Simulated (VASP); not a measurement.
# Al3Cu (P4/mmm) in VASP: a series of runs

Al3Cu is run at these levels: r2SCAN; tasks: single point.

All numbers are computed with VASP 6.6.1; they aren't measurements. Logs are shortened: lines on timing, memory, paths and dates and some standing lists are left out, and cuts for length are marked.

## Step 1: The cell of the first run

The structure is tetragonal, space group P4/mmm (No. 123). Conventional cell: a = 2.732 Å, b = 2.732 Å, c = 7.820 Å, α = 90.00°, β = 90.00°, γ = 90.00°. Al (site symmetry 4/mmm) has 12 Al at 2.73 to 2.90 Å within 3.6 Å. Al (site symmetry 4mm) has 4 Cu at 2.60 Å and 9 Al at 2.73 to 3.48 Å within 3.5 Å. Cu (site symmetry 4/mmm) has 8 Al at 2.60 Å and 4 Cu at 2.73 Å within 3.4 Å.

## Step 2: Single point, r2SCAN (strain -0.015 along x and y, +0.030 along z)

Contents of POSCAR:

```
Al3Cu
1.0
    2.7321741500      0.0000000000      0.0000000000
    0.0000000000      2.7321741500      0.0000000000
    0.0000000000      0.0000000000      7.8196190074
Al Cu
3 1
Direct
    0.0000000000      0.0000000000      0.5000000000
    0.5000000000      0.5000000000      0.2226430005
    0.5000000000      0.5000000000      0.7773569995
    0.0000000000      0.0000000000      0.0000000000
```

Contents of INCAR.step1:

```
PREC = Accurate
ENCUT = 520
ISMEAR = 0
SIGMA = 0.15
LREAL = F
LASPH = T
NELM = 80
NBANDS = 18
GGA = PE
ALGO = Normal
EDIFF = 1E-4
LWAVE = T
LCHARG = F
```

Contents of INCAR.step2:

```
PREC = Accurate
ENCUT = 520
EDIFF = 1E-6
ISMEAR = 0
SIGMA = 0.15
LREAL = F
LASPH = T
NELM = 80
ALGO = Normal
ISIF = 2
LWAVE = F
LCHARG = T
METAGGA = R2SCAN
LMIXTAU = T
LELF = T
LVHAR = T
NBANDS = 18
ISTART = 1
```

Contents of KPOINTS:

```
regular mesh
0
Gamma
  18 18 6
```

Potentials or basis: VASP PAW PBE potentials, release 64 (Al, Cu).

The run is started by

```
$ cat potpaw_PBE.64/Al/POTCAR potpaw_PBE.64/Cu/POTCAR > POTCAR
$ cp INCAR.step1 INCAR
$ mpirun -np 1 vasp_std > vasp.out
$ cp INCAR.step2 INCAR
$ mpirun -np 1 vasp_std > vasp.out
```

OUTCAR:

```text
PREC = Accurate
   ENCUT = 520
   EDIFF = 1E-6
   ISMEAR = 0
   LREAL = F
   LASPH = T
   NELM = 80
   ISIF = 2
   METAGGA = R2SCAN
   ISTART = 1

 ion  position               nearest neighbor table
   1  0.000  0.000  0.500-   2 2.90   3 2.90   2 2.90   3 2.90   2 2.90   3 2.90   2 2.90   3 2.90

   2  0.500  0.500  0.223-   4 2.60   4 2.60   4 2.60   4 2.60   1 2.90   1 2.90   1 2.90   1 2.90

   3  0.500  0.500  0.777-   4 2.60   4 2.60   4 2.60   4 2.60   1 2.90   1 2.90   1 2.90   1 2.90

   4  0.000  0.000  0.000-   2 2.60   3 2.60   2 2.60   3 2.60   2 2.60   3 2.60   2 2.60   3 2.60

  LATTYP: Found a simple tetragonal cell.
 ALAT       =     2.7321741500
 C/A-ratio  =     2.8620499932

  Lattice vectors:

 A1 = (   2.7321741500,   0.0000000000,   0.0000000000)
 A2 = (   0.0000000000,   2.7321741500,   0.0000000000)
 A3 = (   0.0000000000,   0.0000000000,   7.8196190074)

Analysis of symmetry for initial positions (statically):
=====================================================================
 Subroutine PRICEL returns:
 Original cell was already a primitive cell.

 Routine SETGRP: Setting up the symmetry group for a
 simple tetragonal supercell.

 Subroutine GETGRP returns: Found 16 space group operations
 (whereof 16 operations were pure point group operations)
 out of a pool of 16 trial point group operations.

The static configuration has the point symmetry D_4h.

Analysis of symmetry for dynamics (positions and initial velocities):
=====================================================================
 Subroutine PRICEL returns:
 Original cell was already a primitive cell.

 Routine SETGRP: Setting up the symmetry group for a
 simple tetragonal supercell.

 Subroutine GETGRP returns: Found 16 space group operations
 (whereof 16 operations were pure point group operations)
 out of a pool of 16 trial point group operations.

The dynamic configuration has the point symmetry D_4h.

 Subroutine INISYM returns: Found 16 space group operations
 (whereof 16 operations are pure point group operations),
 and found     1 'primitive' translations

----------------------------------------------------------------------------------------

                                     Primitive cell

  volume of cell :      58.3717

  direct lattice vectors                    reciprocal lattice vectors
     2.732174150  0.000000000  0.000000000     0.366008880  0.000000000  0.000000000
     0.000000000  2.732174150  0.000000000     0.000000000  0.366008880  0.000000000
     0.000000000  0.000000000  7.819619007     0.000000000  0.000000000  0.127883468

  length of vectors
     2.732174150  2.732174150  7.819619007     0.366008880  0.366008880  0.127883468

  position of ions in fractional coordinates (direct lattice)
     0.000000000  0.000000000  0.500000000
     0.500000000  0.500000000  0.222643000
     0.500000000  0.500000000  0.777357000
     0.000000000  0.000000000  0.000000000

  ion indices of the primitive-cell ions
   primitive index   ion index
                 1           1
                 2           2
                 3           3
                 4           4

----------------------------------------------------------------------------------------

 KPOINTS: regular mesh

Automatic generation of k-mesh.
 Grid dimensions read from file:
 generate k-points for:   18   18    6

 Generating k-lattice:

  Cartesian coordinates                     Fractional coordinates (reciprocal lattice)
     0.020333827  0.000000000  0.000000000     0.055555556  0.000000000  0.000000000
     0.000000000  0.020333827  0.000000000     0.000000000  0.055555556  0.000000000
     0.000000000  0.000000000  0.021313911     0.000000000  0.000000000  0.166666667

  Length of vectors
     0.020333827  0.020333827  0.021313911

  Shift w.r.t. Gamma in fractional coordinates (k-lattice)
     0.000000000  0.000000000  0.000000000

 Subroutine IBZKPT returns following result:
 ===========================================

 Found    220 irreducible k-points:

 Following reciprocal coordinates:
            Coordinates               Weight
  0.000000  0.000000  0.000000      1.000000
  0.055556  0.000000  0.000000      4.000000
  0.111111  0.000000  0.000000      4.000000
  0.166667  0.000000  0.000000      4.000000
  0.222222  0.000000  0.000000      4.000000
  0.277778  0.000000  0.000000      4.000000
[... 16 lines left out ...]
  0.277778  0.111111  0.000000      8.000000
  0.333333  0.111111  0.000000      8.000000
 [... further k-points ...]
   k-points           NKPTS =    220   k-points in BZ     NKDIM =    220   number of bands    NBANDS=     18
   number of dos      NEDOS =    301   number of ions     NIONS =      4
   total plane-waves  NPLWV =  24000
   dimension x,y,z NGX =    20 NGY =   20 NGZ =   60
   dimension x,y,z NGXF=    40 NGYF=   40 NGZF=  120
   ions per type =               3   1
   NGX,Y,Z   is equivalent  to a cutoff of  12.17, 12.17, 12.76 a.u.
[... 98 lines left out ...]
[... 10 lines left out ...]
     17      18.8371      0.00000
     18      19.1012      0.00000

 k-point     4 :       0.1667    0.0000    0.0000
  band No.  band energies     occupation
      1      -2.8206      2.00000
      2      -0.5073      2.00000
      3      -0.0511      2.00000
      4       3.8655      2.00000
      5       3.9535      2.00000
      6       4.4200      2.00000
[... 10 lines left out ...]
     17      19.0967      0.00000
     18      19.3481      0.00000

 k-point     5 :       0.2222    0.0000    0.0000
  band No.  band energies     occupation
      1      -2.3675      2.00000
      2      -0.0986      2.00000
      3       0.3984      2.00000
      4       3.9174      2.00000
      5       4.0580      2.00000
      6       4.2643      2.00000
[... 10 lines left out ...]
     17      19.1234      0.00000
     18      19.1993      0.00000

 k-point     6 :       0.2778    0.0000    0.0000
  band No.  band energies     occupation
      1      -1.7894      2.00000
      2       0.4143      2.00000
      3       0.9664      2.00000
      4       3.9617      2.00000
      5       4.1246      2.00000
      6       4.1372      2.00000
[... 10 lines left out ...]
     17      19.4800      0.00000
     18      19.7423      0.00000

 k-point     7 :       0.3333    0.0000    0.0000
  band No.  band energies     occupation
      1      -1.0903      2.00000
      2       1.0150      2.00000
      3       1.6410      2.00000
      4       3.9387      2.00000
      5       4.0039      2.00000
      6       4.1507      2.00000
[... 10 lines left out ...]
     17      20.0675      0.00000
     18      20.3564      0.00000

 k-point     8 :       0.3889    0.0000    0.0000
  band No.  band energies     occupation
      1      -0.2767      2.00000
      2       1.6668      2.00000
      3       2.3903      2.00000
      4       3.5807      2.00000
      5       3.8993      2.00000
      6       4.1490      2.00000
[... 10 lines left out ...]
     17      20.6818      0.00000
     18      21.0713      0.00000
[... 229 lines left out ...]
     17      19.6098      0.00000
     18      21.1201      0.00000

 k-point    20 :       0.1111    0.1111    0.0000
  band No.  band energies     occupation
      1      -2.8856      2.00000
      2      -0.5661      2.00000
      3      -0.1157      2.00000
      4       3.8925      2.00000
      5       3.9147      2.00000
      6       4.5684      2.00000
[... 10 lines left out ...]
     17      18.9731      0.00000
     18      20.2132      0.00000

 k-point    21 :       0.1667    0.1111    0.0000
  band No.  band energies     occupation
      1      -2.5613      2.00000
      2      -0.2724      2.00000
      3       0.2065      2.00000
      4       3.9456      2.00000
      5       4.0020      2.00000
      6       4.4551      2.00000
[... 10 lines left out ...]
     17      19.1963      0.00000
     18      20.3641      0.00000

 k-point    22 :       0.2222    0.1111    0.0000
  band No.  band energies     occupation
      1      -2.1098      2.00000
      2       0.1322      2.00000
      3       0.6522      2.00000
      4       4.0050      2.00000
      5       4.0984      2.00000
      6       4.3106      2.00000
[... 10 lines left out ...]
     17      18.5358      0.00000
     18      19.7337      0.00000

 k-point    23 :       0.2778    0.1111    0.0000
  band No.  band energies     occupation
      1      -1.5341      2.00000
      2       0.6385      2.00000
      3       1.2141      2.00000
      4       4.0560      2.00000
      5       4.1659      2.00000
      6       4.1742      2.00000
[... 10 lines left out ...]
     17      17.2344      0.00000
     18      18.6977      0.00000

 k-point    24 :       0.3333    0.1111    0.0000
  band No.  band energies     occupation
      1      -0.8382      2.00000
      2       1.2280      2.00000
      3       1.8784      2.00000
      4       4.0097      2.00000
      5       4.0546      2.00000
      6       4.1987      2.00000
[... 10 lines left out ...]
     17      17.3349      0.00000
     18      18.6229      0.00000

 [... further k-points ...]
[... 5 lines left out ...]
  --------------------------------------------------------------------------------------
  -------------------------------------------------------------------------------------
  Total        1.0431693      1.0431693     -1.8652543      0.0000000      0.0000000      0.0000000
  in kB       28.6327475     28.6327475    -51.1972085      0.0000000      0.0000000      0.0000000
  external PRESSURE =       2.0227622 kB  Pullay stress =       0.0000000 kB

 VOLUME and BASIS-vectors are now :
 -----------------------------------------------------------------------------
  energy-cutoff  :      520.00
  volume of cell :       58.37
      direct lattice vectors                 reciprocal lattice vectors
     2.732174150  0.000000000  0.000000000     0.366008880  0.000000000  0.000000000
     0.000000000  2.732174150  0.000000000     0.000000000  0.366008880  0.000000000
     0.000000000  0.000000000  7.819619007     0.000000000  0.000000000  0.127883468

 POSITION                                       TOTAL-FORCE (eV/Angst)
 -----------------------------------------------------------------------------------
      0.00000      0.00000      3.90981        -0.000000      0.000000     -0.000000
      1.36609      1.36609      1.74098         0.000000     -0.000000      0.139530
      1.36609      1.36609      6.07864        -0.000000      0.000000     -0.139530
      0.00000      0.00000      0.00000        -0.000000      0.000000     -0.000000
 -----------------------------------------------------------------------------------
    total drift:                                0.000000      0.000000     -0.000000

  FREE ENERGIE OF THE ION-ELECTRON SYSTEM (eV)
  ---------------------------------------------------
  free  energy   TOTEN  =       -31.3837939985 eV

  energy  without entropy=      -31.3706293596  energy(sigma->0) =      -31.37721168
```

Wall time 11 min (1 thread of Intel Xeon Platinum 8259CL at 2.50GHz (Skylake/Cascade Lake), shared host); peak memory 0.33 GiB.

Results:

| Property | Result |
| --- | --- |
| Free energy | -31.3838 eV |
| Pressure | 0.2 GPa |
| Largest force | 0.140 eV/Å |
| Band gap on the k mesh | zero (bands 10 and 11 overlap by 5.75 eV) |

Forces on the atoms (eV/Å):
```
Al   0.000  0.000  0.000
Al   0.000  0.000  0.140
Al   0.000  0.000 -0.140
Cu   0.000  0.000  0.000
```

Levels at points of the mesh, in eV from the Fermi level:
| k point | band 7 | band 8 | band 9 | band 10 | band 11 | band 12 | band 13 | band 14 |
| --- | --- | --- | --- | --- | --- | --- | --- | --- |
| (0.00, 0.00, 0.00) | -3.75 | -3.34 | -2.56 | -0.11 | 7.00 | 7.77 | 7.77 | 8.48 |
| (0.50, 0.00, 0.00) | -3.90 | -3.84 | -3.65 | -2.55 | -1.89 | 2.35 | 3.70 | 3.80 |
| (0.50, 0.50, 0.00) | -2.49 | -0.23 | -0.07 | 0.22 | 0.22 | 0.50 | 0.50 | 0.77 |
| (0.00, 0.00, 0.50) | -3.75 | -3.75 | -3.34 | 3.35 | 4.99 | 6.99 | 8.32 | 8.32 |
| (0.50, 0.00, 0.50) | -3.84 | -3.65 | -2.77 | -1.34 | -1.22 | -0.03 | 0.64 | 8.39 |
| (0.50, 0.50, 0.50) | -1.78 | -1.64 | -1.64 | -0.26 | -0.26 | 0.81 | 2.21 | 3.42 |

Caveat: the cell differs from its parent crystal (strain -0.015 along x and y, +0.030 along z); the PAW data sets were made with another functional, which shifts forces and pressure a little.

## Step 3: Single point, r2SCAN (strain +0.030 along x and y, -0.030 along z)

Contents of POSCAR:

```
Al3Cu
1.0
    2.8569942888      0.0000000000      0.0000000000
    0.0000000000      2.8569942888      0.0000000000
    0.0000000000      0.0000000000      7.3641072206
Al Cu
3 1
Direct
    0.0000000000      0.0000000000      0.5000000000
    0.5000000000      0.5000000000      0.2226430005
    0.5000000000      0.5000000000      0.7773569995
    0.0000000000      0.0000000000      0.0000000000
```

Contents of INCAR.step1:

```
PREC     = Accurate       # precision mode
ENCUT    = 520            # plane-wave cutoff, eV
ISMEAR   = 0              # smearing method
SIGMA    = 0.15           # smearing width, eV
LREAL    = F              # projectors in reciprocal space
LASPH    = T              # aspherical terms in the spheres
NELM     = 100            # most SCF steps
NBANDS   = 18             # bands
GGA      = PE             # functional
ALGO     = Normal         # electronic algorithm
EDIFF    = 1E-4           # SCF threshold, eV
LWAVE    = T              # write WAVECAR
LCHARG   = F              # write CHGCAR
```

Contents of INCAR.step2:

```
PREC     = Accurate       # precision mode
ENCUT    = 520            # plane-wave cutoff, eV
EDIFF    = 1E-6           # SCF threshold, eV
ISMEAR   = 0              # smearing method
SIGMA    = 0.15           # smearing width, eV
LREAL    = F              # projectors in reciprocal space
LASPH    = T              # aspherical terms in the spheres
NELM     = 100            # most SCF steps
ALGO     = Normal         # electronic algorithm
ISIF     = 2              # what is computed and relaxed
LWAVE    = F              # write WAVECAR
LCHARG   = F              # write CHGCAR
METAGGA  = R2SCAN         # meta-GGA
LMIXTAU  = T            
NBANDS   = 18             # bands
ISTART   = 1
```

Contents of KPOINTS:

```
Automatic mesh
0
Gamma
  18 18 6
```

Potentials or basis: VASP PAW PBE potentials, release 64 (Al, Cu).

The run is started by

```
$ cat potpaw_PBE.64/Al/POTCAR potpaw_PBE.64/Cu/POTCAR > POTCAR
$ cp INCAR.step1 INCAR
$ mpirun -np 1 vasp_std > vasp.out
$ cp INCAR.step2 INCAR
$ mpirun -np 1 vasp_std > vasp.out
```

Run time: 13 min. Hardware: 1 thread of Intel Xeon Platinum 8259CL at 2.50GHz (Skylake/Cascade Lake), shared host; peak memory 0.35 GiB.

The run converged. Its results:

```yaml
Free_energy: -31.3555 eV
Pressure: -3.1 GPa
Largest_force: 0.057 eV/Å
Band_gap_on_the_k_mesh: zero (bands 10 and 11 overlap by 7.57 eV)
```

Forces in eV/Å, atoms in the order of the input:
```
Al   0.000  0.000  0.000
Al   0.000  0.000 -0.057
Al   0.000  0.000  0.057
Cu   0.000  0.000  0.000
```

Stress tensor (GPa, compression positive):
```
-5.33  0.00  0.00
 0.00 -5.33  0.00
 0.00  0.00  1.30
```

Levels at points of the mesh, in eV from the Fermi level:
```tsv
k point	band 6	band 7	band 8	band 9	band 10	band 11	band 12	band 13	band 14	band 15
(0.00, 0.00, 0.00)	-3.74	-3.74	-3.39	-1.14	1.38	6.18	6.20	6.20	8.02	8.91
(0.50, 0.00, 0.00)	-4.30	-3.84	-3.68	-3.64	-2.33	-2.03	3.36	4.48	4.87	6.13
(0.50, 0.50, 0.00)	-2.98	-2.98	-0.83	-0.72	0.03	0.03	0.46	0.46	0.54	2.12
(0.00, 0.00, 0.50)	-3.74	-3.74	-3.40	-3.39	5.53	6.20	6.84	6.84	6.93	6.98
(0.50, 0.00, 0.50)	-4.33	-3.84	-3.64	-2.79	-0.89	-0.64	0.26	1.18	9.70	10.00
(0.50, 0.50, 0.50)	-2.17	-2.17	-1.96	-1.96	-0.88	-0.87	0.33	1.42	3.47	3.47
```

Caveat: the cell differs from its parent crystal (strain +0.030 along x and y, -0.030 along z); the cell stands under tension; the PAW data sets were made with another functional, which shifts forces and pressure a little.

## Step 4: Single point, r2SCAN (strain +0.000 along x and y, +0.030 along z)

Contents of POSCAR:

```
Al3Cu
1.0
    2.7737808629      0.0000000000      0.0000000000
    0.0000000000      2.7737808629      0.0000000000
    0.0000000000      0.0000000000      7.8196190074
Al Cu
3 1
Direct
    0.0000000000      0.0000000000      0.5000000000
    0.5000000000      0.5000000000      0.2226430005
    0.5000000000      0.5000000000      0.7773569995
    0.0000000000      0.0000000000      0.0000000000
```

INCAR.step1: that of step 3 with these lines changed.

```diff
@@ -6,3 +6,3 @@
 LASPH    = T              # aspherical terms in the spheres
-NELM     = 100            # most SCF steps
+NELM     = 80             # most SCF steps
 NBANDS   = 18             # bands
```

INCAR.step2: that of step 3 with these lines changed.

```diff
@@ -7,3 +7,3 @@
 LASPH    = T              # aspherical terms in the spheres
-NELM     = 100            # most SCF steps
+NELM     = 80             # most SCF steps
 ALGO     = Normal         # electronic algorithm
```

Contents of KPOINTS:

```
regular mesh
0
Gamma
  18 18 6
```

The run is started by

```
$ cat potpaw_PBE.64/Al/POTCAR potpaw_PBE.64/Cu/POTCAR > POTCAR
$ cp INCAR.step1 INCAR
$ mpirun -np 1 vasp_std > vasp.out
$ cp INCAR.step2 INCAR
$ mpirun -np 1 vasp_std > vasp.out
```

Wall time 11 min (1 thread of Intel Xeon Platinum 8259CL at 2.50GHz (Skylake/Cascade Lake), shared host); peak memory 0.35 GiB.

Results (log left out):

* Free energy: -31.3922 eV
* Pressure: -3.0 GPa
* Largest force: 0.053 eV/Å
* Band gap on the k mesh: zero (bands 10 and 11 overlap by 5.76 eV)

Forces on the atoms (eV/Å):
```
Al   0.000  0.000  0.000
Al   0.000  0.000  0.053
Al   0.000  0.000 -0.053
Cu   0.000  0.000  0.000
```

Stress tensor (GPa, compression positive):
```
-1.34  0.00  0.00
 0.00 -1.34  0.00
 0.00  0.00 -6.38
```

Levels at points of the mesh, in eV from the Fermi level:
| k point | band 7 | band 8 | band 9 | band 10 | band 11 | band 12 | band 13 | band 14 |
| --- | --- | --- | --- | --- | --- | --- | --- | --- |
| (0.00, 0.00, 0.00) | -3.67 | -3.28 | -2.32 | 0.08 | 6.84 | 7.38 | 7.38 | 8.36 |
| (0.50, 0.00, 0.00) | -3.80 | -3.75 | -3.57 | -2.50 | -1.90 | 2.47 | 3.72 | 3.88 |
| (0.50, 0.50, 0.00) | -2.51 | -0.31 | -0.18 | 0.21 | 0.21 | 0.48 | 0.48 | 0.79 |
| (0.00, 0.00, 0.50) | -3.67 | -3.67 | -3.28 | 3.60 | 5.18 | 6.84 | 7.93 | 7.93 |
| (0.50, 0.00, 0.50) | -3.75 | -3.57 | -2.72 | -1.24 | -1.15 | 0.00 | 0.64 | 8.52 |
| (0.50, 0.50, 0.50) | -1.78 | -1.67 | -1.67 | -0.35 | -0.34 | 0.76 | 1.96 | 3.42 |

Caveat: the cell differs from its parent crystal (strain +0.000 along x and y, +0.030 along z); the cell stands under tension; the PAW data sets were made with another functional, which shifts forces and pressure a little.

## Step 5: Summary

```tsv
cell	gap on the mesh (eV)	pressure (GPa)	largest force (eV/Å)
a = 2.732, b = 2.732, c = 7.820 Å, 4 atoms	none	0.2	0.14
a = 2.857, b = 2.857, c = 7.364 Å, 4 atoms	none	-3.1	0.06
a = 2.774, b = 2.774, c = 7.820 Å, 4 atoms	none	-3.0	0.05
```

Alike in all rows: task single point; level r2SCAN; potentials or basis VASP PAW PBE potentials, release 64 (Al, Cu); no spin polarisation; k mesh 18 × 18 × 6; cutoff (eV) 520; smearing gaussian 0.15 eV.

Caveats: the PAW data sets were made with another functional, which shifts forces and pressure a little; the cell stands under tension (at least some runs).

Total energies depend on the potentials used, so only differences within one code and one set of settings carry meaning.
